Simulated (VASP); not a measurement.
# SiO2 (P6_522) in VASP: notebook

SiO2 is run at these levels: PBE, r2SCAN; tasks: electric field gradients.

Everything below comes from runs of VASP 6.6.1. Logs are shortened: lines on timing, memory, paths and dates and some standing lists are left out, and cuts for length are marked.

## (1) The cell of the first run

Symmetry: P6_522, No. 179, hexagonal system. The conventional cell has a = 7.301 Å, b = 7.301 Å, c = 7.005 Å, α = 90.00°, β = 90.00°, γ = 120.00°. Within 2.1 Å of Si (site symmetry 2) lie 4 O at 1.60 Å. Within 2.1 Å of O (site symmetry 2) lie 2 Si at 1.60 Å. Within 2.1 Å of O (site symmetry 2) lie 2 Si at 1.60 Å.

## (2) Electric field gradients, PBE

File INCAR:

```
SYSTEM = SiO2
ALGO     = Normal         ! electronic algorithm
EDIFF    = 1E-8           ! SCF threshold, eV
ENCUT    = 520            ! plane-wave cutoff, eV
GGA      = PE             ! functional
ISIF     = 2              ! what is computed and relaxed
ISMEAR   = -1             ! smearing method
LASPH    = .True.         ! aspherical terms in the spheres
LCHARG   = .False.        ! write CHGCAR
LEFG     = .True.       
LREAL    = Auto         
LWAVE    = .False.        ! write WAVECAR
NBANDS   = 63             ! bands
NELM     = 80             ! most SCF steps
PREC     = Accurate       ! precision mode
SIGMA    = 0.02           ! smearing width, eV
```

File KPOINTS:

```
k-points
0
Gamma
  4 4 3
  0 0 0
```

File POSCAR:

```
SiO2
1.0
    7.3005505184      0.0000000000      0.0000000000
   -3.6502752592      6.3224622106      0.0000000000
    0.0000000000      0.0000000000      7.0051237300
Si O
6 12
Direct
    0.5338583600      0.7669291800      0.4166666667
    0.4661416400      0.2330708200      0.9166666667
    0.2330708200      0.4661416400      0.7500000000
    0.7669291800      0.2330708200      0.5833333333
    0.7669291800      0.5338583600      0.2500000000
    0.2330708200      0.7669291800      0.0833333333
    0.6123260400      0.3876739600      0.0833333333
    0.0000000000      0.6828971200      0.1666666667
    0.7753479200      0.3876739600      0.4166666667
    0.6828971200      0.6828971200      0.3333333333
    0.3171028800      0.3171028800      0.8333333333
    0.6123260400      0.2246520800      0.7500000000
    0.2246520800      0.6123260400      0.9166666667
    0.3171028800      0.0000000000      0.0000000000
    0.0000000000      0.3171028800      0.6666666667
    0.3876739600      0.7753479200      0.2500000000
    0.3876739600      0.6123260400      0.5833333333
    0.6828971200      0.0000000000      0.5000000000
```

Potentials or basis: VASP PAW PBE potentials, release 64 (Si, O).

The run is started by

```bash
cat potpaw_PBE.64/Si/POTCAR potpaw_PBE.64/O/POTCAR > POTCAR
mpirun -np 1 vasp_std > vasp.out
```

OUTCAR:

```text
SYSTEM = SiO2
   EDIFF = 1E-8
   ENCUT = 520
   GGA = PE
   ISIF = 2
   ISMEAR = -1
   LASPH = .True.
   LREAL = Auto
   NELM = 80
   PREC = Accurate

 ion  position               nearest neighbor table
   1  0.534  0.767  0.417-  18 1.60  10 1.60  17 1.60  16 1.60
   2  0.466  0.233  0.917-  14 1.60  11 1.60   7 1.60  12 1.60
   3  0.233  0.466  0.750-  15 1.60  11 1.60  13 1.60  17 1.60
   4  0.767  0.233  0.583-  18 1.60  15 1.60   9 1.60  12 1.60
   5  0.767  0.534  0.250-   8 1.60  10 1.60   9 1.60   7 1.60
   6  0.233  0.767  0.083-  14 1.60   8 1.60  13 1.60  16 1.60
   7  0.612  0.388  0.083-   2 1.60   5 1.60
   8  0.000  0.683  0.167-   5 1.60   6 1.60
   9  0.775  0.388  0.417-   4 1.60   5 1.60
  10  0.683  0.683  0.333-   5 1.60   1 1.60
  11  0.317  0.317  0.833-   3 1.60   2 1.60
  12  0.612  0.225  0.750-   2 1.60   4 1.60
  13  0.225  0.612  0.917-   6 1.60   3 1.60
  14  0.317  0.000  0.000-   2 1.60   6 1.60
  15  0.000  0.317  0.667-   3 1.60   4 1.60
  16  0.388  0.775  0.250-   1 1.60   6 1.60
  17  0.388  0.612  0.583-   1 1.60   3 1.60
  18  0.683  0.000  0.500-   1 1.60   4 1.60

  LATTYP: Found a hexagonal cell.
 ALAT       =     7.3005505184
 C/A-ratio  =     0.9595336286

  Lattice vectors:

 A1 = (   7.3005505184,   0.0000000000,   0.0000000000)
 A2 = (  -3.6502752592,   6.3224622106,   0.0000000000)
 A3 = (   0.0000000000,   0.0000000000,   7.0051237300)

Analysis of symmetry for initial positions (statically):
=====================================================================
 Subroutine PRICEL returns:
 Original cell was already a primitive cell.

 Routine SETGRP: Setting up the symmetry group for a
 hexagonal supercell.

 Subroutine GETGRP returns: Found 12 space group operations
 (whereof  2 operations were pure point group operations)
 out of a pool of 24 trial point group operations.

The static configuration has the point symmetry C_2 .
 The point group associated with its full space group is D_6 .

Analysis of symmetry for dynamics (positions and initial velocities):
=====================================================================
 Subroutine PRICEL returns:
 Original cell was already a primitive cell.

 Routine SETGRP: Setting up the symmetry group for a
 hexagonal supercell.

 Subroutine GETGRP returns: Found 12 space group operations
 (whereof  2 operations were pure point group operations)
 out of a pool of 24 trial point group operations.

The dynamic configuration has the point symmetry C_2 .
 The point group associated with its full space group is D_6 .

 Subroutine INISYM returns: Found 12 space group operations
 (whereof  2 operations are pure point group operations),
 and found     1 'primitive' translations

----------------------------------------------------------------------------------------

                                     Primitive cell

  volume of cell :     323.3387

  direct lattice vectors                    reciprocal lattice vectors
     7.300550518  0.000000000  0.000000000     0.136975972  0.079083114  0.000000000
    -3.650275259  6.322462211  0.000000000     0.000000000  0.158166228  0.000000000
     0.000000000  0.000000000  7.005123730     0.000000000  0.000000000  0.142752653

  length of vectors
     7.300550518  7.300550518  7.005123730     0.158166228  0.158166228  0.142752653

  position of ions in fractional coordinates (direct lattice)
     0.533858360  0.766929180  0.416666667
     0.466141640  0.233070820  0.916666667
     0.233070820  0.466141640  0.750000000
     0.766929180  0.233070820  0.583333333
     0.766929180  0.533858360  0.250000000
     0.233070820  0.766929180  0.083333333
[... 10 lines left out ...]
     0.387673960  0.612326040  0.583333333
     0.682897120  0.000000000  0.500000000

  ion indices of the primitive-cell ions
[... 75 lines left out ...]
   LREAL  =      T    real-space projection
   EDIFFG = 0.1E-06   stopping-criterion for IOM
   NSW    =      0    number of steps for IOM
   IBRION =     -1    ionic relax: 0-MD 1-quasi-New 2-CG
   NFREE  =      0    steps in history (QN), initial steepest desc. (CG)
   ISIF   =      2    stress and relaxation
   ISYM   =      2    0-nonsym 1-usesym 2-fastsym
   POTIM  = 0.5000    time-step for ionic-motion
   TEBEG  =    0.0;   TEEND  =   0.0 temperature during run
   PSTRESS=    0.0 pullay stress
   NELECT =      96.0000    total number of electrons
   NUPDOWN=      -1.0000    fix difference up-down
   EMIN   =  10.00;   EMAX   =-10.00  energy-range for DOS
   EFERMI =   0.00;   METHOD = LEGACY
   ISMEAR =    -1;   SIGMA  =   0.02  broadening in eV -4-tet -1-fermi 0-gaus
   EFERMI_NEDOS =   21; number of points for ismear=-14 and -15
   IALGO  =     38    algorithm
   IMIX   =      4    mixing-type and parameters
     AMIX     =   0.40;   BMIX     =  1.00
     AMIX_MAG =   1.60;   BMIX_MAG =  1.00
  volume/ion in A,a.u.               =      17.96       121.22
  Fermi-wavevector in a.u.,A,eV,Ry     =   1.092143  2.063850 16.228696  1.192775
  Thomas-Fermi vector in A             =   2.228402
   LORBIT       =      0    0 simple, 1 ext, 2 COOP (PROOUT), +10 PAW based schemes
   GGA     = PE    functional components
   LHFCALC =     F    Hartree Fock is set to
   AEXX    =    0.0000 exact exchange contribution
   IVDW    =     0    specifies the selected vdW correction
   LEPSILON=     F    determine dielectric tensor
   LRPA    =     F    only Hartree local field effects (RPA)
 non-spin polarized calculation
  energy-cutoff  :      520.00
  volume of cell :      323.34
 maximum number of plane-waves:      8744
   NGX = 27   NGY = 27   NGZ = 27

 number of electron      96.0000044 magnetization

 Free energy of the ion-electron system (eV)
  ---------------------------------------------------
  ext. energy  EPLUGINS =         0.00000000
  ---------------------------------------------------
  free energy    TOTEN  =      -142.22169194 eV

  energy without entropy =     -142.22169194  energy(sigma->0) =     -142.22169194

 E-fermi :  -1.0134     XC(G=0):  -7.1580

 val. band max:       -1.4970047726   @ k =   0.2500   0.2500   0.3333
 cond. band min:       4.2184111858   @ k =   0.0000   0.0000   0.0000
 fundamental gap:      5.7154159584
 Fermi energy:        -1.0133855499

 k-point     1 :       0.0000    0.0000    0.0000
  band No.  band energies     occupation
      1     -20.7252      2.00000
      2     -19.8547      2.00000
      3     -19.8547      2.00000
      4     -19.8440      2.00000
      5     -19.3413      2.00000
      6     -19.3413      2.00000
[... 493 lines left out ...]
     59       8.6181      0.00000
     60       8.6990      0.00000
 [bands above 60 left out]

------------------------ aborting loop because EDIFF is reached ----------------------------------------

  FORCE on cell =-STRESS in cart. coord.  units (eV):
  Direction    XX          YY          ZZ          XY          YZ          ZX
  --------------------------------------------------------------------------------------
  -------------------------------------------------------------------------------------
  Total        7.2606487      7.2606487      7.3444608     -0.0000000     -0.0000000      0.0000000
  in kB       35.9772812     35.9772812     36.3925792     -0.0000000     -0.0000000      0.0000000
  external PRESSURE =      36.1157139 kB  Pullay stress =       0.0000000 kB

 VOLUME and BASIS-vectors are now :
 -----------------------------------------------------------------------------
  energy-cutoff  :      520.00
  volume of cell :      323.34
      direct lattice vectors                 reciprocal lattice vectors
     7.300550518  0.000000000  0.000000000     0.136975972  0.079083114  0.000000000
    -3.650275259  6.322462211  0.000000000     0.000000000  0.158166228  0.000000000
     0.000000000  0.000000000  7.005123730     0.000000000  0.000000000  0.142752653

 POSITION                                       TOTAL-FORCE (eV/Angst)
 -----------------------------------------------------------------------------------
      1.09796      4.84888      2.91880        -0.025796     -0.014893      0.000000
      2.55232      1.47358      6.42136         0.025796      0.014893      0.000000
      0.00000      2.94716      5.25384         0.000000      0.029787      0.000000
      4.74823      1.47358      4.08632        -0.025796      0.014893      0.000000
      3.65028      3.37530      1.75128        -0.000000     -0.029787      0.000000
     -1.09796      4.84888      0.58376         0.025796     -0.014893      0.000000
[... 10 lines left out ...]
      0.59507      3.87141      4.08632         0.021952     -0.012674     -0.000000
      4.98552      0.00000      3.50256         0.170379     -0.000000      0.000000
 -----------------------------------------------------------------------------------
    total drift:                               -0.000000      0.000000     -0.000000

  FREE ENERGIE OF THE ION-ELECTRON SYSTEM (eV)
  ---------------------------------------------------
  free  energy   TOTEN  =      -142.2216919391 eV

  energy  without entropy=     -142.2216919391  energy(sigma->0) =     -142.22169194

 Electric field gradients (V/A^2)
---------------------------------------------------------------------
 ion       V_xx      V_yy      V_zz      V_xy      V_xz      V_yz
---------------------------------------------------------------------
   1       0.810    -1.969     1.159     2.407     1.064    -1.843
   2       0.810    -1.969     1.159     2.407    -1.064     1.843
   3      -3.359     2.200     1.159     0.000    -2.128    -0.000
   4       0.810    -1.969     1.159    -2.407    -1.064    -1.843
   5      -3.359     2.200     1.159     0.000     2.128     0.000
   6       0.810    -1.969     1.159    -2.407     1.064     1.843
[... 10 lines left out ...]
  17     -31.129     2.805    28.324    29.388   -36.204   -62.707
  18     -45.962    76.056   -30.094    -0.003     0.000    49.234
---------------------------------------------------------------------

 Electric field gradients after diagonalization (V/A^2)
 (convention: |V_zz| > |V_xx| > |V_yy|)
----------------------------------------------------------------------
 ion       V_xx      V_yy      V_zz     asymmetry (V_yy - V_xx)/ V_zz
----------------------------------------------------------------------
   1       2.200     2.004    -4.204       0.047
   2       2.200     2.004    -4.204       0.047
   3       2.200     2.004    -4.204       0.047
   4       2.200     2.004    -4.203       0.047
   5       2.200     2.004    -4.204       0.047
   6       2.200     2.004    -4.203       0.047
[... 10 lines left out ...]
  17     -48.486   -48.096    96.582       0.004
  18     -49.414   -45.962    95.376       0.036
----------------------------------------------------------------------

           NMR quadrupolar parameters

 Cq : quadrupolar parameter    Cq=e*Q*V_zz/h
 eta: asymmetry parameters     (V_yy - V_xx)/ V_zz
 Q  : nuclear electric quadrupole moment in mb (millibarn)
----------------------------------------------------------------------
 ion       Cq(MHz)       eta       Q (mb)
----------------------------------------------------------------------
   1      -0.010       0.047       1.000
   2      -0.010       0.047       1.000
   3      -0.010       0.047       1.000
   4      -0.010       0.047       1.000
   5      -0.010       0.047       1.000
   6      -0.010       0.047       1.000
[... 10 lines left out ...]
  17       0.234       0.004       1.000
  18       0.231       0.036       1.000
----------------------------------------------------------------------
```

It took 4.7 min on 1 thread of Intel Xeon Platinum 8259CL at 2.50GHz (Skylake/Cascade Lake), shared host; peak memory 0.41 GiB.

What came out:

* Free energy: -142.2217 eV
* Pressure: 3.6 GPa
* Largest force: 0.170 eV/Å
* Band gap on the k mesh: 5.72 eV, indirect (least direct gap 5.86 eV)

Forces on the atoms (eV/Å):
```
Si  -0.026 -0.015  0.000
Si   0.026  0.015  0.000
Si   0.000  0.030  0.000
Si  -0.026  0.015  0.000
Si   0.000 -0.030  0.000
Si   0.026 -0.015  0.000
O   -0.022  0.013  0.000
O   -0.085  0.148  0.000
O    0.022  0.013  0.000
O    0.085  0.148  0.000
O   -0.085 -0.148  0.000
O    0.000 -0.025  0.000
O   -0.022 -0.013  0.000
O   -0.170  0.000  0.000
O    0.085 -0.148  0.000
O    0.000  0.025  0.000
O    0.022 -0.013  0.000
O    0.170  0.000  0.000
```

Electric field gradients, principal values (V/Å²):
| atom | least | middle | greatest (by size) |
| --- | --- | --- | --- |
| 1 Si | 2.004 | 2.200 | -4.204 |
| 2 Si | 2.004 | 2.200 | -4.204 |
| 3 Si | 2.004 | 2.200 | -4.204 |
| 4 Si | 2.004 | 2.200 | -4.203 |
| 5 Si | 2.004 | 2.200 | -4.204 |
| 6 Si | 2.004 | 2.200 | -4.203 |
| 7 O | -48.096 | -48.486 | 96.582 |
| 8 O | -45.962 | -49.414 | 95.376 |
| 9 O | -48.102 | -48.483 | 96.584 |
| 10 O | -45.966 | -49.414 | 95.380 |
| 11 O | -45.966 | -49.414 | 95.380 |
| 12 O | -48.102 | -48.483 | 96.584 |
| 13 O | -48.102 | -48.483 | 96.584 |
| 14 O | -45.962 | -49.414 | 95.376 |
| 15 O | -45.962 | -49.414 | 95.376 |
| 16 O | -48.102 | -48.483 | 96.584 |
| 17 O | -48.096 | -48.486 | 96.582 |
| 18 O | -45.962 | -49.414 | 95.376 |

Caveat: without QUAD_EFG the Cq values of the log hold for a quadrupole moment of 1 mb, not for the nuclei.

## (3) Electric field gradients, r2SCAN

POSCAR is that of step 2.

File INCAR.step1:

```
SYSTEM = SiO2
  ALGO = Normal
  EDIFF = 1E-4
  ENCUT = 520
  GGA = PE
  ISMEAR = -1
  LASPH = .True.
  LCHARG = .False.
  LREAL = Auto
  LWAVE = .True.
  NBANDS = 63
  NELM = 60
  PREC = Accurate
  SIGMA = 0.02
```

File INCAR.step2:

```
SYSTEM = SiO2
  ALGO = Normal
  EDIFF = 1E-8
  ENCUT = 520
  ISIF = 2
  ISMEAR = -1
  ISTART = 1
  LASPH = .True.
  LCHARG = .False.
  LEFG = .True.
  LMIXTAU = .True.
  LREAL = Auto
  LWAVE = .False.
  METAGGA = R2SCAN
  NBANDS = 63
  NELM = 60
  PREC = Accurate
  SIGMA = 0.02
```

KPOINTS is that of step 2.

Potentials or basis: VASP PAW PBE potentials, release 64 (Si, O).

The run is started by

```bash
cat potpaw_PBE.64/Si/POTCAR potpaw_PBE.64/O/POTCAR > POTCAR
cp INCAR.step1 INCAR
mpirun -np 1 vasp_std > vasp.out
cp INCAR.step2 INCAR
mpirun -np 1 vasp_std > vasp.out
```

OUTCAR:

```text
SYSTEM = SiO2
   EDIFF = 1E-8
   ENCUT = 520
   ISIF = 2
   ISMEAR = -1
   ISTART = 1
   LASPH = .True.
   LREAL = Auto
   METAGGA = R2SCAN
   NELM = 60
   PREC = Accurate

 ion  position               nearest neighbor table
   1  0.534  0.767  0.417-  18 1.60  10 1.60  17 1.60  16 1.60
   2  0.466  0.233  0.917-  14 1.60  11 1.60   7 1.60  12 1.60
   3  0.233  0.466  0.750-  15 1.60  11 1.60  13 1.60  17 1.60
   4  0.767  0.233  0.583-  18 1.60  15 1.60   9 1.60  12 1.60
   5  0.767  0.534  0.250-   8 1.60  10 1.60   9 1.60   7 1.60
   6  0.233  0.767  0.083-  14 1.60   8 1.60  13 1.60  16 1.60
   7  0.612  0.388  0.083-   2 1.60   5 1.60
   8  0.000  0.683  0.167-   5 1.60   6 1.60
   9  0.775  0.388  0.417-   4 1.60   5 1.60
  10  0.683  0.683  0.333-   5 1.60   1 1.60
  11  0.317  0.317  0.833-   3 1.60   2 1.60
  12  0.612  0.225  0.750-   2 1.60   4 1.60
[... 790 lines left out ...]

 Electric field gradients after diagonalization (V/A^2)
 (convention: |V_zz| > |V_xx| > |V_yy|)
----------------------------------------------------------------------
 ion       V_xx      V_yy      V_zz     asymmetry (V_yy - V_xx)/ V_zz
----------------------------------------------------------------------
   1       2.067     2.062    -4.128       0.001
   2       2.067     2.062    -4.128       0.001
   3       2.067     2.062    -4.128       0.001
   4       2.067     2.062    -4.128       0.001
   5       2.067     2.062    -4.128       0.001
   6       2.067     2.062    -4.128       0.001
[... 10 lines left out ...]
  17     -47.592   -46.815    94.407       0.008
  18     -48.327   -45.143    93.470       0.034
----------------------------------------------------------------------

           NMR quadrupolar parameters

 Cq : quadrupolar parameter    Cq=e*Q*V_zz/h
 eta: asymmetry parameters     (V_yy - V_xx)/ V_zz
 Q  : nuclear electric quadrupole moment in mb (millibarn)
----------------------------------------------------------------------
 ion       Cq(MHz)       eta       Q (mb)
----------------------------------------------------------------------
   1      -0.010       0.001       1.000
   2      -0.010       0.001       1.000
   3      -0.010       0.001       1.000
   4      -0.010       0.001       1.000
   5      -0.010       0.001       1.000
   6      -0.010       0.001       1.000
[... 10 lines left out ...]
  17       0.228       0.008       1.000
  18       0.226       0.034       1.000
----------------------------------------------------------------------
```

OUTCAR.step1:

```text
SYSTEM = SiO2
   EDIFF = 1E-4
   ENCUT = 520
   GGA = PE
   ISMEAR = -1
   LASPH = .True.
   LREAL = Auto
   NELM = 60
[... 760 lines left out ...]
     -1.09796      4.84888      0.58376         0.024532     -0.014164     -0.000000
[... 10 lines left out ...]
      0.59507      3.87141      4.08632         0.021679     -0.012516      0.000000
      4.98552      0.00000      3.50256         0.167887      0.000000     -0.000000
 -----------------------------------------------------------------------------------
    total drift:                               -0.000000      0.000000     -0.000000

  FREE ENERGIE OF THE ION-ELECTRON SYSTEM (eV)
  ---------------------------------------------------
  free  energy   TOTEN  =      -142.2217151886 eV

  energy  without entropy=     -142.2217151886  energy(sigma->0) =     -142.22171519
```

It took 19 min on 1 thread of Intel Xeon Platinum 8259CL at 2.50GHz (Skylake/Cascade Lake), shared host; peak memory 0.46 GiB.

Results:

* Free energy: -178.5800 eV
* Pressure: 0.2 GPa
* Largest force: 0.009 eV/Å
* Band gap on the k mesh: 6.38 eV, indirect (least direct gap 6.52 eV)

Forces in eV/Å, atoms in the order of the input:
```
Si   0.001  0.001  0.000
Si  -0.001 -0.001  0.000
Si   0.000 -0.002  0.000
Si   0.001 -0.001  0.000
Si   0.000  0.002  0.000
Si  -0.001  0.001  0.000
O    0.008 -0.005  0.000
O   -0.004  0.006  0.000
O   -0.008 -0.005  0.000
O    0.004  0.006  0.000
O   -0.004 -0.006  0.000
O    0.000  0.009  0.000
O    0.008  0.005  0.000
O   -0.007  0.000  0.000
O    0.004 -0.006  0.000
O    0.000 -0.009  0.000
O   -0.008  0.005  0.000
O    0.007  0.000  0.000
```

Levels at points of the mesh, in eV from the valence-band top:
| k point | band 44 | band 45 | band 46 | band 47 | band 48 | band 49 | band 50 | band 51 | band 52 | band 53 |
| --- | --- | --- | --- | --- | --- | --- | --- | --- | --- | --- |
| (0.00, 0.00, 0.00) | -0.33 | -0.31 | -0.26 | -0.14 | -0.14 | 6.38 | 9.25 | 9.25 | 9.97 | 9.99 |
| (0.50, 0.00, 0.00) | -0.37 | -0.36 | -0.14 | -0.03 | -0.03 | 7.61 | 7.74 | 9.24 | 9.49 | 10.10 |

Electric field gradients, principal values (V/Å²):
```tsv
atom	least	middle	greatest (by size)
1 Si	2.062	2.067	-4.128
2 Si	2.062	2.067	-4.128
3 Si	2.062	2.067	-4.128
4 Si	2.062	2.067	-4.128
5 Si	2.062	2.067	-4.128
6 Si	2.062	2.067	-4.128
7 O	-46.815	-47.592	94.407
8 O	-45.143	-48.327	93.470
9 O	-46.820	-47.589	94.409
10 O	-45.148	-48.326	93.474
11 O	-45.148	-48.326	93.474
12 O	-46.820	-47.589	94.409
13 O	-46.820	-47.589	94.409
14 O	-45.143	-48.327	93.470
15 O	-45.143	-48.327	93.470
16 O	-46.820	-47.589	94.409
17 O	-46.815	-47.592	94.407
18 O	-45.143	-48.327	93.470
```

Caveat: without QUAD_EFG the Cq values of the log hold for a quadrupole moment of 1 mb, not for the nuclei; the PAW data sets were made with another functional, which shifts forces and pressure a little.
